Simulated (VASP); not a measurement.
# ZnO in VASP: single point with PBEsol

Aim: the single point of ZnO with PBEsol.

Everything below comes from runs of VASP 6.6.1. Logs are shortened: lines on timing, memory, paths and dates and some standing lists are left out, and cuts for length are marked.

### 1 The cell of the first run

The cell holds a slab with vacuum, 20 atoms: a = 3.249 Å, b = 5.206 Å, c = 28.194 Å, α = 90.00°, β = 90.00°, γ = 90.00°.

### 2 Single point, PBEsol

Input file INCAR:

```
SYSTEM = ZnO
ALGO = Normal
DIPOL = 0.5 0.5 0.500
EDIFF = 1E-6
ENCUT = 520
GGA = PS
GGA_COMPAT = .FALSE.
IDIPOL = 3
ISIF = 2
ISMEAR = 0
LASPH = .TRUE.
LCHARG = .FALSE.
LDIPOL = .TRUE.
LREAL = .FALSE.
LWAVE = .FALSE.
NBANDS = 106
NELM = 120
NELMDL = -8
PREC = Accurate
SIGMA = 0.05
```

Input file KPOINTS:

```
k-points
0
G
  8 6 1
  0 0 0
```

Input file POSCAR:

```
ZnO
1.0
    3.2493080000      0.0000000000      0.0000000000
    0.0000000000      5.2057090000      0.0000000000
    0.0000000000      0.0000000000     28.1939275150
Zn O
10 10
Direct
    0.0000000000      0.5351881207      0.2985051345
    0.5000000000     -0.0027222139      0.3143894336
    0.5000000000      0.4980234104      0.3871800581
    1.0000000000     -0.0083838993      0.4161531862
    0.0000000000      0.4939297097      0.4846304341
    0.5000000000     -0.0060702987      0.5153695673
    0.5000000000      0.4916160479      0.5838468152
    1.0000000000     -0.0019766564      0.6128199452
    0.0000000000      0.4972777166      0.6856105673
    0.5000000000      0.0351880501      0.7014948673
    0.5000000000      0.3753958695      0.3190716669
    0.0000000000      0.8825100319      0.2857990567
    1.0000000000      0.3726101084      0.4180775137
    0.5000000000      0.8750084471      0.3838497994
    0.5000000000      0.3734906670      0.5169178745
    0.0000000000      0.8734906761      0.4830821236
    1.0000000000      0.3750083843      0.6161502007
    0.5000000000      0.8726100638      0.5819224836
    0.5000000000      0.3825099652      0.7142009404
    0.0000000000      0.8753957993      0.6809283318
```

Potentials or basis: VASP PAW PBE potentials, release 64 (Zn, O).

Command:

```sh
$ cat potpaw_PBE.64/Zn/POTCAR potpaw_PBE.64/O/POTCAR > POTCAR
$ mpirun -np 1 vasp_std > vasp.out
```

OUTCAR:

```text
SYSTEM = ZnO
   EDIFF = 1E-6
   ENCUT = 520
   GGA = PS
   ISIF = 2
   ISMEAR = 0
   LASPH = .TRUE.
   LREAL = .FALSE.
   NELM = 120
   NELMDL = -8
   PREC = Accurate

 ion  position               nearest neighbor table
   1  0.000  0.535  0.299-  12 1.84  11 1.92  11 1.92   2 2.94   2 2.94   3 2.99   3 2.99
   2  0.500  0.997  0.314-  12 1.91  12 1.91  11 1.97  14 2.06   1 2.94   1 2.94
   3  0.500  0.498  0.387-  13 1.96  13 1.96  14 1.96  11 2.02   1 2.99   1 2.99
   4  0.000  0.992  0.416-  14 1.96  14 1.96  13 1.98  16 1.98
   5  0.000  0.494  0.485-  15 1.97  15 1.97  16 1.98  13 1.98
   6  0.500  0.994  0.515-  16 1.97  16 1.97  15 1.98  18 1.98
   7  0.500  0.492  0.584-  17 1.96  17 1.96  18 1.98  15 1.98
   8  0.000  0.998  0.613-  18 1.96  18 1.96  17 1.96  20 2.02  10 2.99  10 2.99
   9  0.000  0.497  0.686-  19 1.91  19 1.91  20 1.97  17 2.06  10 2.94  10 2.94
  10  0.500  0.035  0.701-  19 1.84  20 1.92  20 1.92   9 2.94   9 2.94   8 2.99   8 2.99
  11  0.500  0.375  0.319-   1 1.92   1 1.92   2 1.97   3 2.02
  12  0.000  0.883  0.286-   1 1.84   2 1.91   2 1.91
  13  0.000  0.373  0.418-   3 1.96   3 1.96   5 1.98   4 1.98
  14  0.500  0.875  0.384-   4 1.96   4 1.96   3 1.96   2 2.06
  15  0.500  0.373  0.517-   5 1.97   5 1.97   6 1.98   7 1.98
  16  0.000  0.873  0.483-   6 1.97   6 1.97   5 1.98   4 1.98
  17  0.000  0.375  0.616-   7 1.96   7 1.96   8 1.96   9 2.06
  18  0.500  0.873  0.582-   8 1.96   8 1.96   6 1.98   7 1.98
  19  0.500  0.383  0.714-  10 1.84   9 1.91   9 1.91
  20  0.000  0.875  0.681-  10 1.92  10 1.92   9 1.97   8 2.02

  LATTYP: Found a simple orthorhombic cell.
 ALAT       =     3.2493080000
 B/A-ratio  =     1.6020977390
 C/A-ratio  =     8.6769021327

  Lattice vectors:

 A1 = (   3.2493080000,   0.0000000000,   0.0000000000)
 A2 = (   0.0000000000,   5.2057090000,   0.0000000000)
 A3 = (   0.0000000000,   0.0000000000,  28.1939275150)

Analysis of symmetry for initial positions (statically):
=====================================================================
 Subroutine PRICEL returns:
 Original cell was already a primitive cell.

 Routine SETGRP: Setting up the symmetry group for a
 simple orthorhombic supercell.

 Subroutine GETGRP returns: Found  4 space group operations
 (whereof  2 operations were pure point group operations)
 out of a pool of  8 trial point group operations.

[... 153 lines left out ...]
   ISIF   =      2    stress and relaxation
   ISYM   =      2    0-nonsym 1-usesym 2-fastsym
   POTIM  = 0.5000    time-step for ionic-motion
   TEBEG  =    0.0;   TEEND  =   0.0 temperature during run
   PSTRESS=    0.0 pullay stress
   NELECT =     180.0000    total number of electrons
   NUPDOWN=      -1.0000    fix difference up-down
   EMIN   =  10.00;   EMAX   =-10.00  energy-range for DOS
   EFERMI =   0.00;   METHOD = LEGACY
   ISMEAR =     0;   SIGMA  =   0.05  broadening in eV -4-tet -1-fermi 0-gaus
   EFERMI_NEDOS =   21; number of points for ismear=-14 and -15
   IALGO  =     38    algorithm
   IMIX   =      4    mixing-type and parameters
     AMIX     =   0.40;   BMIX     =  1.00
     AMIX_MAG =   1.60;   BMIX_MAG =  1.00
  volume/ion in A,a.u.               =      23.84       160.91
  Fermi-wavevector in a.u.,A,eV,Ry     =   1.183106  2.235746 19.044607  1.399739
  Thomas-Fermi vector in A             =   2.319347
   LORBIT       =      0    0 simple, 1 ext, 2 COOP (PROOUT), +10 PAW based schemes
   GGA     = PS    functional components
   LHFCALC =     F    Hartree Fock is set to
   AEXX    =    0.0000 exact exchange contribution
   IVDW    =     0    specifies the selected vdW correction
   LEPSILON=     F    determine dielectric tensor
   LRPA    =     F    only Hartree local field effects (RPA)
 non-spin polarized calculation
 Gauss-broadening in eV      SIGMA  =   0.05
  energy-cutoff  :      520.00
  volume of cell :      476.90
 maximum number of plane-waves:     12904
   NGX = 13   NGY = 19   NGZ =105

 number of electron     179.9999999 magnetization

 dipolmoment           0.000000      0.000000      0.000005 electrons x Angstroem

 Free energy of the ion-electron system (eV)
  ---------------------------------------------------
  ext. energy  EPLUGINS =         0.00000000
  ---------------------------------------------------
  free energy    TOTEN  =       -94.93906616 eV

  energy without entropy =      -94.93906616  energy(sigma->0) =      -94.93906616

 E-fermi :  -2.0309     XC(G=0):  -5.9428

 val. band max:       -2.2920390213   @ k =   0.0000   0.0000   0.0000
 cond. band min:      -1.4794097729   @ k =   0.0000   0.0000   0.0000
 fundamental gap:      0.8126292484
 Fermi energy:        -2.0309416895

 k-point     1 :       0.0000    0.0000    0.0000
  band No.  band energies     occupation
      1     -20.6674      2.00000
      2     -20.6091      2.00000
      3     -20.4319      2.00000
      4     -20.2022      2.00000
      5     -19.9782      2.00000
      6     -19.8426      2.00000
[... 2089 lines left out ...]
    101       4.2938      0.00000
    102       4.2938      0.00000
 [bands above 102 left out]

------------------------ aborting loop because EDIFF is reached ----------------------------------------

 vacuum level on the upper side and lower side of the slab       (xc-potential included)        -0.204        -0.204

  FORCE on cell =-STRESS in cart. coord.  units (eV):
  Direction    XX          YY          ZZ          XY          YZ          ZX
  --------------------------------------------------------------------------------------
  -------------------------------------------------------------------------------------
  Total        3.6588634      4.1441683      0.9180810      0.0000000      0.0000000      0.0000000
  in kB       12.2922229     13.9226409      3.0843613      0.0000000      0.0000000      0.0000000
  external PRESSURE =       9.7664084 kB  Pullay stress =       0.0000000 kB

 VOLUME and BASIS-vectors are now :
 -----------------------------------------------------------------------------
  energy-cutoff  :      520.00
  volume of cell :      476.90
      direct lattice vectors                 reciprocal lattice vectors
     3.249308000  0.000000000  0.000000000     0.307757836  0.000000000  0.000000000
     0.000000000  5.205709000  0.000000000     0.000000000  0.192096792  0.000000000
     0.000000000  0.000000000 28.193927515     0.000000000  0.000000000  0.035468631

 POSITION                                       TOTAL-FORCE (eV/Angst)
 -----------------------------------------------------------------------------------
      0.00000      2.78603      8.41603         0.000000     -0.043256     -0.027478
      1.62465      5.19154      8.86387         0.000000      0.001044      0.016872
      1.62465      2.59256     10.91613         0.000000      0.000801     -0.000008
      0.00000      5.16206     11.73299         0.000000      0.003327      0.003810
      0.00000      2.57125     13.66364         0.000000      0.006280     -0.000474
      1.62465      5.17411     14.53029         0.000000      0.006280      0.000474
[... 12 lines left out ...]
      1.62465      1.99124     20.13613         0.000000      0.059611      0.072106
      0.00000      4.55706     19.19804         0.000000     -0.032512     -0.003486
 -----------------------------------------------------------------------------------
    total drift:                                0.000000      0.000141      0.001427

  FREE ENERGIE OF THE ION-ELECTRON SYSTEM (eV)
  ---------------------------------------------------
  free  energy   TOTEN  =       -94.9390661642 eV

  energy  without entropy=      -94.9390661642  energy(sigma->0) =      -94.93906616

 vacuum level on the upper side and lower side of the slab         3.364         3.364
```

OSZICAR:

```text
N       E                     dE             d eps       ncg     rms          rms(c)
DAV:   1     0.210785621493E+04    0.21079E+04   -0.82940E+04  4264   0.198E+03
DAV:   2     0.355449186009E+03   -0.17524E+04   -0.16623E+04  4544   0.515E+02
DAV:   3    -0.652050439801E+02   -0.42065E+03   -0.41222E+03  4600   0.236E+02
[... 25 lines left out ...]
DAV:  29    -0.949390479346E+02   -0.64244E-05   -0.45557E-07  2892   0.617E-03    0.246E-03
DAV:  30    -0.949390563163E+02   -0.83817E-05   -0.38325E-07  2838   0.493E-03    0.205E-03
DAV:  31    -0.949390634307E+02   -0.71145E-05   -0.33197E-07  2870   0.476E-03    0.139E-03
DAV:  32    -0.949390654676E+02   -0.20368E-05   -0.16191E-07  2928   0.249E-03    0.936E-04
DAV:  33    -0.949390661642E+02   -0.69665E-06   -0.81224E-08  2848   0.145E-03
   1 F= -.94939066E+02 E0= -.94939066E+02  d E =-.860243E-15
```

Wall time 1.5 h (1 thread of Intel Xeon 8259CL, shared host); peak memory 0.92 GiB.

What came out:

```
Free energy            : -94.9391 eV
Largest force          : 0.094 eV/Å
Band gap on the k mesh : 0.81 eV
```

Forces in eV/Å, atoms in the order of the input:
```
Zn   0.000 -0.043 -0.027
Zn   0.000  0.001  0.017
Zn   0.000  0.001  0.000
Zn   0.000  0.003  0.004
Zn   0.000  0.006  0.000
Zn   0.000  0.006  0.000
Zn   0.000  0.003 -0.004
Zn   0.000  0.001  0.000
Zn   0.000  0.001 -0.017
Zn   0.000 -0.043  0.027
O    0.000 -0.033  0.003
O    0.000  0.060 -0.072
O    0.000 -0.008 -0.001
O    0.000  0.015 -0.027
O    0.000 -0.003  0.009
O    0.000 -0.003 -0.009
O    0.000  0.015  0.027
O    0.000 -0.008  0.001
O    0.000  0.060  0.072
O    0.000 -0.033 -0.003
```

Caveat: the PAW data sets were made with another functional, which shifts forces and pressure a little.
